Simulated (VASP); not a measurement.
# H (P6_3/mmc) in VASP: a series of runs

Runs on H. Level: PBE. Tasks: single point.

Everything below comes from runs of VASP 6.6.1. Logs are shortened: lines on timing, memory, paths and dates and some standing lists are left out, and cuts for length are marked.

## Step 1: The cell of the first run

Symmetry: P6_3/mmc, No. 194, hexagonal system. Conventional cell: a = 5.269 Å, b = 5.269 Å, c = 4.206 Å, α = 90.00°, β = 90.00°, γ = 120.00°. Within 4.9 Å of H (site symmetry -6m2) lie 8 H at 3.70 to 4.21 Å.

## Step 2: Single point, PBE, collinear spin, ferromagnetic start (volume 50.560 Å^3 an atom, c/a of the conventional cell 0.7982)

INCAR

```
  PREC = Accurate
  ENCUT = 520
  EDIFF = 1E-6
  ISMEAR = 0
  SIGMA = 0.05
  LREAL = False
  LASPH = True
  NELM = 150
  ALGO = Normal
  ISIF = 2
  LWAVE = False
  LCHARG = False
  ISPIN = 2
  MAGMOM = 1.05 1.05
  LORBIT = 11
  GGA = PE
  NBANDS = 12
```

KPOINTS

```
Automatic mesh
0
Gamma
  6 6 6
```

POSCAR

```
H
1.0
    5.2690408864      0.0000000000      0.0000000000
   -2.6345204432      4.5631232612      0.0000000000
    0.0000000000      0.0000000000      4.2057484355
H
2
Direct
    0.3333333333      0.6666666667      0.2500000000
    0.6666666667      0.3333333333      0.7500000000
```

Potentials or basis: VASP PAW PBE potentials, release 64 (H).

Started as:

```console
cat potpaw_PBE.64/H/POTCAR > POTCAR
mpirun -np 1 vasp_std > vasp.out
```

OUTCAR:

```text
PREC = Accurate
   ENCUT = 520
   EDIFF = 1E-6
   ISMEAR = 0
   LREAL = False
   LASPH = True
   NELM = 150
   ISIF = 2
   ISPIN = 2
   LORBIT = 11
   GGA = PE

 ion  position               nearest neighbor table
   1  0.333  0.667  0.250-
   2  0.667  0.333  0.750-

  LATTYP: Found a hexagonal cell.
 ALAT       =     5.2690408864
 C/A-ratio  =     0.7982000000

  Lattice vectors:

 A1 = (   5.2690408864,   0.0000000000,   0.0000000000)
 A2 = (  -2.6345204432,   4.5631232612,   0.0000000000)
 A3 = (   0.0000000000,   0.0000000000,   4.2057484355)

Analysis of symmetry for initial positions (statically):
=====================================================================
 Subroutine PRICEL returns:
 Original cell was already a primitive cell.

 Routine SETGRP: Setting up the symmetry group for a
 hexagonal supercell.

 Subroutine GETGRP returns: Found 24 space group operations
 (whereof 12 operations were pure point group operations)
 out of a pool of 24 trial point group operations.

The static configuration has the point symmetry D_3d.
 The point group associated with its full space group is D_6h.

Analysis of symmetry for dynamics (positions and initial velocities):
=====================================================================
 Subroutine PRICEL returns:
 Original cell was already a primitive cell.

 Routine SETGRP: Setting up the symmetry group for a
 hexagonal supercell.

 Subroutine GETGRP returns: Found 24 space group operations
 (whereof 12 operations were pure point group operations)
 out of a pool of 24 trial point group operations.

The dynamic configuration has the point symmetry D_3d.
 The point group associated with its full space group is D_6h.

Analysis of structural, dynamic, and magnetic symmetry:
=====================================================================
 Subroutine PRICEL returns:
 Original cell was already a primitive cell.

 Routine SETGRP: Setting up the symmetry group for a
 hexagonal supercell.

 Subroutine GETGRP returns: Found 24 space group operations
 (whereof 12 operations were pure point group operations)
 out of a pool of 24 trial point group operations.

The overall configuration has the point symmetry D_3d.
 The point group associated with its full space group is D_6h.

 Subroutine INISYM returns: Found 24 space group operations
 (whereof 12 operations are pure point group operations),
 and found     1 'primitive' translations

----------------------------------------------------------------------------------------

                                     Primitive cell
[... 133 lines left out ...]
  ---------------------------------------------------
  ext. energy  EPLUGINS =         0.00000000
  ---------------------------------------------------
  free energy    TOTEN  =        -2.23475642 eV

  energy without entropy =       -2.23475642  energy(sigma->0) =       -2.23475642

 E-fermi :  -6.3706     XC(G=0):   0.6237

 val. band max:       -6.6027939701   @ k =   0.0000   0.0000   0.0000
 cond. band min:       0.1367670271   @ k =   0.3333   0.3333   0.0000
 fundamental gap:      6.7395609972
 Fermi energy:        -6.3706042244

 spin component 1

 k-point     1 :       0.0000    0.0000    0.0000
  band No.  band energies     occupation
      1      -7.7693      1.00000
      2      -6.6028      1.00000
      3       1.3620      0.00000
      4       3.4649      0.00000
      5       3.4649      0.00000
      6       4.4950      0.00000
      7       4.4950      0.00000
      8       4.7413      0.00000
      9       5.9022      0.00000
     10       7.3902      0.00000
     11       9.6094      0.00000
     12      11.4440      0.00000
[... 333 lines left out ...]
      1      -7.0057      1.00000
      2      -7.0057      1.00000
      3       1.1628      0.00000
      4       1.1628      0.00000
      5       3.8644      0.00000
      6       3.8644      0.00000
      7       4.3944      0.00000
      8       4.3944      0.00000
      9       7.2987      0.00000
     10       7.2987      0.00000
     11       9.5383      0.00000
     12       9.5383      0.00000

 [... further k-points ...]

 spin component 2

 k-point     1 :       0.0000    0.0000    0.0000
  band No.  band energies     occupation
      1       3.2585      0.00000
      2       9.5179      0.00000
      3       9.5184      0.00000
      4      10.8720      0.00000
      5      11.2135      0.00000
      6      11.6916      0.00000
      7      11.7875      0.00000
      8      11.7878      0.00000
      9      14.3154      0.00000
     10      17.9297      0.00000
     11      18.1559      0.00000
     12      18.1568      0.00000
[... 333 lines left out ...]
      1       5.8939      0.00000
      2       5.8939      0.00000
      3       8.9915      0.00000
      4       8.9915      0.00000
      5      10.8779      0.00000
      6      10.8779      0.00000
      7      12.7819      0.00000
      8      12.7819      0.00000
      9      16.2494      0.00000
     10      16.2494      0.00000
     11      16.5768      0.00000
     12      16.5768      0.00000

 [... further k-points ...]
[... 5 lines left out ...]
  --------------------------------------------------------------------------------------
  -------------------------------------------------------------------------------------
  Total        0.0245059      0.0245059      0.0353913      0.0000000      0.0000000     -0.0000000
  in kB        0.3882788      0.3882788      0.5607508      0.0000000      0.0000000     -0.0000000
  external PRESSURE =       0.4457695 kB  Pullay stress =       0.0000000 kB

 VOLUME and BASIS-vectors are now :
 -----------------------------------------------------------------------------
  energy-cutoff  :      520.00
  volume of cell :      101.12
      direct lattice vectors                 reciprocal lattice vectors
     5.269040886  0.000000000  0.000000000     0.189787861  0.109574073  0.000000000
    -2.634520443  4.563123261  0.000000000     0.000000000  0.219148145  0.000000000
     0.000000000  0.000000000  4.205748436     0.000000000  0.000000000  0.237769808

 POSITION                                       TOTAL-FORCE (eV/Angst)
 -----------------------------------------------------------------------------------
     -0.00000      3.04208      1.05144         0.000000     -0.000000      0.000000
      2.63452      1.52104      3.15431        -0.000000      0.000000     -0.000000
 -----------------------------------------------------------------------------------
    total drift:                               -0.000000      0.000000     -0.000000

  FREE ENERGIE OF THE ION-ELECTRON SYSTEM (eV)
  ---------------------------------------------------
  free  energy   TOTEN  =        -2.2347564204 eV

  energy  without entropy=       -2.2347564204  energy(sigma->0) =       -2.23475642

 total charge

# of ion       s       p       d       tot
------------------------------------------
    1        0.381   0.000   0.000   0.381
    2        0.381   0.000   0.000   0.381
--------------------------------------------------
tot          0.761   0.000   0.000   0.762

 magnetization (x)

# of ion       s       p       d       tot
------------------------------------------
    1        0.381   0.000   0.000   0.381
    2        0.381   0.000   0.000   0.381
--------------------------------------------------
tot          0.761   0.000   0.000   0.762
```

OSZICAR:

```text
N       E                     dE             d eps       ncg     rms          rms(c)
DAV:   1     0.381100118559E+01    0.38110E+01   -0.63616E+02  1344   0.111E+02
DAV:   2    -0.292764726567E+00   -0.41038E+01   -0.39573E+01  1612   0.179E+01
DAV:   3    -0.544362807432E+00   -0.25160E+00   -0.25140E+00  1704   0.449E+00
[... 13 lines left out ...]
DAV:  17    -0.223473677301E+01   -0.30425E-04   -0.58018E-10  1040   0.100E-04    0.114E-05
DAV:  18    -0.223474394120E+01   -0.71682E-05   -0.44830E-11  1136   0.301E-05    0.421E-06
DAV:  19    -0.223475063768E+01   -0.66965E-05   -0.49945E-11  1008   0.324E-05    0.457E-06
DAV:  20    -0.223475501890E+01   -0.43812E-05   -0.12203E-11  1044   0.156E-05    0.410E-07
DAV:  21    -0.223475644704E+01   -0.14281E-05   -0.20752E-12  1028   0.681E-06    0.611E-07
DAV:  22    -0.223475642037E+01    0.26671E-07   -0.44236E-13  1092   0.188E-06
   1 F= -.22347564E+01 E0= -.22347564E+01  d E =-.281671E-13  mag=     2.0000
```

stdout:

```text
POSCAR found type information on POSCAR H
 POSCAR found :  1 types and       2 ions
 scaLAPACK will be used
 LDA part: xc-table for (Slater+PW92), standard interpolation
 POSCAR, INCAR and KPOINTS ok, starting setup
 FFT: planning ... GRIDC
 FFT: planning ... GRID_SOFT
 FFT: planning ... GRID
 WAVECAR not read
 entering main loop
```

Run time: 31 s. Hardware: 1 thread of Intel Xeon 6975P-C (Granite Rapids), shared host; peak memory 0.25 GiB.

Results:

```yaml
Free_energy: -2.2348 eV
Pressure: 0.0 GPa
Band_gap_on_the_k_mesh: 6.74 eV, indirect (least direct gap 7.28 eV)
Net_moment: 2.00 μB per cell
Site_moments: H +0.38 μB
Valence_electrons_inside_the_program's_atomic_spheres: H 0.38
```

 A k mesh can miss the band edges.

(Continued in part 2 of 2.)
